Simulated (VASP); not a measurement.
Input of a VASP 6.6.1 run:

File INCAR:

```
SYSTEM = InPd
  PREC = Accurate
  ENCUT = 520
  EDIFF = 1E-6
  ISMEAR = -1
  SIGMA = 0.05
  LREAL = .False.
  LASPH = .True.
  NELM = 80
  ALGO = Fast
  ISIF = 2
  LWAVE = .False.
  LCHARG = .False.
  GGA = CA
  NBANDS = 18
```

File KPOINTS:

```
Automatic mesh
0
Gamma
  8 8 8
  0 0 0
```

POSCAR

```
InPd
1.0
    3.3360556752      0.0000000000      0.0000000000
    0.0000000000      3.3360556752      0.0000000000
    0.0000000000      0.0000000000      3.3360556752
In Pd
1 1
Direct
    0.0000000000      0.0000000000      0.0000000000
    0.5000000000      0.5000000000      0.5000000000
```

Potentials or basis: VASP PAW LDA potentials, release 64 (In_d, Pd).

The run is started by

```bash
$ cat potpaw_LDA.64/In_d/POTCAR potpaw_LDA.64/Pd/POTCAR > POTCAR
$ mpirun -np 1 vasp_std > vasp.out
```

Estimate the pressure.

-12.1 GPa.
